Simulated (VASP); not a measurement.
# AlP in VASP: single point with LDA

Aim: the single point of AlP with LDA.

Everything below comes from runs of VASP 6.6.1. Logs are shortened: lines on timing, memory, paths and dates and some standing lists are left out, and cuts for length are marked.

### 1 The cell of the first run

The cell holds a slab with vacuum, 6 atoms: a = 3.854 Å, b = 3.854 Å, c = 19.081 Å, α = 90.00°, β = 90.00°, γ = 60.00°.

### 2 Single point, LDA

The input, INCAR:

```
SYSTEM = AlP
PREC = Accurate ; ENCUT = 400
EDIFF = 1E-6 ; ISMEAR = 1
SIGMA = 0.1 ; LREAL = .FALSE.
LASPH = .TRUE. ; NELM = 120
ALGO = Normal ; ISIF = 2
LWAVE = .FALSE. ; LCHARG = .FALSE.
LDIPOL = .TRUE. ; IDIPOL = 3
DIPOL = 0.5 0.5 0.500 ; GGA = CA
NBANDS = 21 ; GGA_COMPAT = .FALSE.
NELMDL = -8
```

The input, KPOINTS:

```
Automatic mesh
0
G
  4 4 1
  0 0 0
```

The input, POSCAR:

```
AlP
1.0
    3.8544390000      0.0000000000      0.0000000000
    1.9272195000      3.3380420913      0.0000000000
    0.0000000000      0.0000000000     19.0810565960
Al P
3 3
Direct
    0.0000000000      0.0000000000      0.3144479956
    0.3333333333      0.3333333333      0.4793831106
    0.6666666667      0.6666666667      0.6443182257
    0.3333333333      0.3333333333      0.3556817743
    0.6666666667      0.6666666667      0.5206168894
    0.0000000000      0.0000000000      0.6855520044
```

Potentials or basis: VASP PAW LDA potentials, release 64 (Al, P).

Started as:

```
cat potpaw_LDA.64/Al/POTCAR potpaw_LDA.64/P/POTCAR > POTCAR
mpirun -np 1 vasp_std > vasp.out
```

OUTCAR:

```text
SYSTEM = AlP
   PREC = Accurate
   ENCUT = 400
   EDIFF = 1E-6
   ISMEAR = 1
   LREAL = .FALSE.
   LASPH = .TRUE.
   NELM = 120
   ISIF = 2
   GGA = CA
   NELMDL = -8

 ion  position               nearest neighbor table
   1  0.000  0.000  0.314-   4 2.36   4 2.36   4 2.36
   2  0.333  0.333  0.479-   5 2.36   5 2.36   4 2.36   5 2.36
   3  0.667  0.667  0.644-   6 2.36   6 2.36   6 2.36   5 2.36
   4  0.333  0.333  0.356-   1 2.36   1 2.36   1 2.36   2 2.36
   5  0.667  0.667  0.521-   2 2.36   2 2.36   3 2.36   2 2.36
   6  0.000  0.000  0.686-   3 2.36   3 2.36   3 2.36

  LATTYP: Found a hexagonal cell.
 ALAT       =     3.8544390000
 C/A-ratio  =     4.9504108370

  Lattice vectors:

 A1 = (  -1.9272195000,  -3.3380420913,   0.0000000000)
 A2 = (   3.8544390000,   0.0000000000,   0.0000000000)
 A3 = (   0.0000000000,   0.0000000000,  19.0810565960)

Analysis of symmetry for initial positions (statically):
=====================================================================
 Subroutine PRICEL returns:
 Original cell was already a primitive cell.

 Routine SETGRP: Setting up the symmetry group for a
 hexagonal supercell.

 Subroutine GETGRP returns: Found  6 space group operations
 (whereof  6 operations were pure point group operations)
 out of a pool of 24 trial point group operations.

The static configuration has the point symmetry C_3v.

Analysis of symmetry for dynamics (positions and initial velocities):
=====================================================================
 Subroutine PRICEL returns:
 Original cell was already a primitive cell.

 Routine SETGRP: Setting up the symmetry group for a
 hexagonal supercell.

 Subroutine GETGRP returns: Found  6 space group operations
 (whereof  6 operations were pure point group operations)
 out of a pool of 24 trial point group operations.

The dynamic configuration has the point symmetry C_3v.

 Subroutine INISYM returns: Found  6 space group operations
 (whereof  6 operations are pure point group operations),
 and found     1 'primitive' translations

----------------------------------------------------------------------------------------

                                     Primitive cell

  volume of cell :     245.5022

  direct lattice vectors                    reciprocal lattice vectors
     3.854439000  0.000000000  0.000000000     0.259441127 -0.149788405  0.000000000
     1.927219500  3.338042091  0.000000000     0.000000000  0.299576810  0.000000000
     0.000000000  0.000000000 19.081056596     0.000000000  0.000000000  0.052407999

  length of vectors
     3.854439000  3.854439000 19.081056596     0.299576810  0.299576810  0.052407999

  position of ions in fractional coordinates (direct lattice)
     0.000000000  0.000000000  0.314447996
     0.333333333  0.333333333  0.479383111
     0.666666667  0.666666667  0.644318226
     0.333333333  0.333333333  0.355681774
     0.666666667  0.666666667  0.520616889
     0.000000000  0.000000000  0.685552004

  ion indices of the primitive-cell ions
   primitive index   ion index
                 1           1
                 2           2
                 3           3
                 4           4
                 5           5
                 6           6

----------------------------------------------------------------------------------------

 KPOINTS: Automatic mesh

Automatic generation of k-mesh.
 Grid dimensions read from file:
 generate k-points for:    4    4    1

 Generating k-lattice:

  Cartesian coordinates                     Fractional coordinates (reciprocal lattice)
     0.064860282 -0.037447101  0.000000000     0.250000000 -0.000000000  0.000000000
     0.000000000  0.074894202  0.000000000     0.000000000  0.250000000  0.000000000
     0.000000000  0.000000000  0.052407999     0.000000000  0.000000000  1.000000000

  Length of vectors
     0.074894202  0.074894202  0.052407999

  Shift w.r.t. Gamma in fractional coordinates (k-lattice)
     0.000000000  0.000000000  0.000000000

 Subroutine IBZKPT returns following result:
 ===========================================

 Found      4 irreducible k-points:

 Following reciprocal coordinates:
            Coordinates               Weight
  0.000000  0.000000  0.000000      1.000000
  0.250000  0.000000  0.000000      6.000000
  0.500000  0.000000  0.000000      3.000000
  0.500000  0.250000  0.000000      6.000000
   k-points           NKPTS =      4   k-points in BZ     NKDIM =      4   number of bands    NBANDS=     21
   number of dos      NEDOS =    301   number of ions     NIONS =      6
   total plane-waves  NPLWV =  98784
   dimension x,y,z NGX =    28 NGY =   28 NGZ =  126
   dimension x,y,z NGXF=    56 NGYF=   56 NGZF=  252
   ions per type =               3   3
   NGX,Y,Z   is equivalent  to a cutoff of  12.08, 12.08, 10.98 a.u.
   NGXF,Y,Z  is equivalent  to a cutoff of  24.15, 24.15, 21.96 a.u.
 SYSTEM =  AlP
   PREC   = accura    normal or accurate (medium, high low for compatibility)
   ISTART =      0    job   : 0-new  1-cont  2-samecut
   ICHARG =      2    charge: 1-file 2-atom 10-const
   ISPIN  =      1    spin polarized calculation?
   LNONCOLLINEAR =      F non collinear calculations
   LSORBIT =      F    spin-orbit coupling
   LASPH  =      T    aspherical Exc in radial PAW
   ENCUT  =  400.0 eV  29.40 Ry    5.42 a.u.   6.29  6.29 31.12*2*pi/ulx,y,z
   NELM   =    120;   NELMIN=  2; NELMDL= -8     # of ELM steps
   EDIFF  = 0.1E-05   stopping-criterion for ELM
   LREAL  =      F    real-space projection
   EDIFFG = 0.1E-04   stopping-criterion for IOM
   NSW    =      0    number of steps for IOM
   IBRION =     -1    ionic relax: 0-MD 1-quasi-New 2-CG
   NFREE  =      0    steps in history (QN), initial steepest desc. (CG)
   ISIF   =      2    stress and relaxation
   ISYM   =      2    0-nonsym 1-usesym 2-fastsym
   POTIM  = 0.5000    time-step for ionic-motion
   TEBEG  =    0.0;   TEEND  =   0.0 temperature during run
   PSTRESS=    0.0 pullay stress
   NELECT =      24.0000    total number of electrons
   NUPDOWN=      -1.0000    fix difference up-down
   EMIN   =  10.00;   EMAX   =-10.00  energy-range for DOS
   EFERMI =   0.00;   METHOD = LEGACY
   ISMEAR =     1;   SIGMA  =   0.10  broadening in eV -4-tet -1-fermi 0-gaus
   EFERMI_NEDOS =   21; number of points for ismear=-14 and -15
   IALGO  =     38    algorithm
   IMIX   =      4    mixing-type and parameters
     AMIX     =   0.40;   BMIX     =  1.00
     AMIX_MAG =   1.60;   BMIX_MAG =  1.00
  volume/ion in A,a.u.               =      40.92       276.12
  Fermi-wavevector in a.u.,A,eV,Ry     =   0.754154  1.425145  7.738292  0.568748
  Thomas-Fermi vector in A             =   1.851757
   LORBIT       =      0    0 simple, 1 ext, 2 COOP (PROOUT), +10 PAW based schemes
   GGA     = CA    functional components
   LHFCALC =     F    Hartree Fock is set to
   AEXX    =    0.0000 exact exchange contribution
   IVDW    =     0    specifies the selected vdW correction
   LEPSILON=     F    determine dielectric tensor
   LRPA    =     F    only Hartree local field effects (RPA)
 non-spin polarized calculation
 Methfessel and Paxton  Order N= 1 SIGMA  =   0.10
  energy-cutoff  :      400.00
  volume of cell :      245.50
 maximum number of plane-waves:      4491
 NGX is ok and might be reduce to    28
   NGX = 13   NGY = 13   NGZ = 63

 number of electron      24.0000000 magnetization

 dipolmoment           0.000000      0.000000      0.205127 electrons x Angstroem

 Free energy of the ion-electron system (eV)
  ---------------------------------------------------
  ext. energy  EPLUGINS =         0.00000000
  ---------------------------------------------------
  free energy    TOTEN  =       -31.12615910 eV

  energy without entropy =      -31.12799577  energy(sigma->0) =      -31.12677132

 E-fermi :   0.0641     XC(G=0):  -5.5065

 val. band max:        0.0584010256   @ k =   0.5000   0.0000   0.0000
 cond. band min:       0.1353538581   @ k =   0.5000   0.2500   0.0000
 fundamental gap:      0.0769528325
 Fermi energy:         0.0641286616

 k-point     1 :       0.0000    0.0000    0.0000
  band No.  band energies     occupation
      1     -12.3905      2.00000
      2     -11.2997      2.00000
      3      -9.9571      2.00000
      4      -5.8138      2.00000
      5      -3.5719      2.00000
      6      -1.8983      2.00000
[... 13 lines left out ...]
     20       4.1908      0.00000
     21       4.1908      0.00000

 k-point     2 :       0.2500    0.0000    0.0000
  band No.  band energies     occupation
      1     -11.8373      2.00000
      2     -10.7713      2.00000
      3      -9.4316      2.00000
      4      -5.5689      2.00000
      5      -4.6178      2.00000
      6      -3.4183      2.00000
[... 13 lines left out ...]
     20       5.0099      0.00000
     21       5.5460      0.00000

 k-point     3 :       0.5000    0.0000    0.0000
  band No.  band energies     occupation
      1     -10.9942      2.00000
      2     -10.0390      2.00000
      3      -8.7158      2.00000
      4      -6.5831      2.00000
      5      -5.8884      2.00000
      6      -4.9077      2.00000
[... 13 lines left out ...]
     20       4.9820      0.00000
     21       5.5513      0.00000

 k-point     4 :       0.5000    0.2500    0.0000
  band No.  band energies     occupation
      1     -11.0362      2.00000
      2     -10.0545      2.00000
      3      -8.7254      2.00000
      4      -6.1333      2.00000
      5      -5.5425      2.00000
      6      -4.5751      2.00000
[... 13 lines left out ...]
     20       5.3104      0.00000
     21       5.7958      0.00000

------------------------ aborting loop because EDIFF is reached ----------------------------------------

 vacuum level on the upper side and lower side of the slab       (xc-potential included)         1.188        -1.688

  FORCE on cell =-STRESS in cart. coord.  units (eV):
  Direction    XX          YY          ZZ          XY          YZ          ZX
  --------------------------------------------------------------------------------------
  -------------------------------------------------------------------------------------
  Total       -1.8669902     -1.8669902      0.8627448     -0.0000000     -0.0000000      0.0000000
  in kB      -12.1842057    -12.1842057      5.6303778     -0.0000000     -0.0000000      0.0000000
  external PRESSURE =      -6.2460112 kB  Pullay stress =       0.0000000 kB

 VOLUME and BASIS-vectors are now :
 -----------------------------------------------------------------------------
  energy-cutoff  :      400.00
  volume of cell :      245.50
      direct lattice vectors                 reciprocal lattice vectors
     3.854439000  0.000000000  0.000000000     0.259441127 -0.149788405  0.000000000
     1.927219500  3.338042091  0.000000000     0.000000000  0.299576810  0.000000000
     0.000000000  0.000000000 19.081056596     0.000000000  0.000000000  0.052407999

 POSITION                                       TOTAL-FORCE (eV/Angst)
 -----------------------------------------------------------------------------------
      0.00000      0.00000      6.00000         0.000000      0.000000      0.639631
      1.92722      1.11268      9.14714        -0.000000      0.000000      0.829569
      3.85444      2.22536     12.29427        -0.000000      0.000000      0.540117
      1.92722      1.11268      6.78678         0.000000      0.000000     -1.050288
      3.85444      2.22536      9.93392        -0.000000     -0.000000     -0.782081
      0.00000      0.00000     13.08106        -0.000000      0.000000     -0.176948
 -----------------------------------------------------------------------------------
    total drift:                               -0.000000     -0.000000      0.000561

  FREE ENERGIE OF THE ION-ELECTRON SYSTEM (eV)
  ---------------------------------------------------
  free  energy   TOTEN  =       -31.1261591019 eV

  energy  without entropy=      -31.1279957702  energy(sigma->0) =      -31.12677132

 vacuum level on the upper side and lower side of the slab         6.310         3.324
```

Wall time 61 s (1 thread of Intel Xeon 8259CL, shared host); peak memory 0.23 GiB.

Results:

```
Free energy            : -31.1262 eV
Largest force          : 1.050 eV/Å
Band gap on the k mesh : zero (band 12 reaches 0.14 eV, above the bottom of band 13 at 0.06 eV)
```

Forces on the atoms (eV/Å):
```
Al   0.000  0.000  0.640
Al   0.000  0.000  0.830
Al   0.000  0.000  0.540
P    0.000  0.000 -1.050
P    0.000  0.000 -0.782
P    0.000  0.000 -0.177
```

Caveat: the k points lie up to 0.47 Å⁻¹ apart.
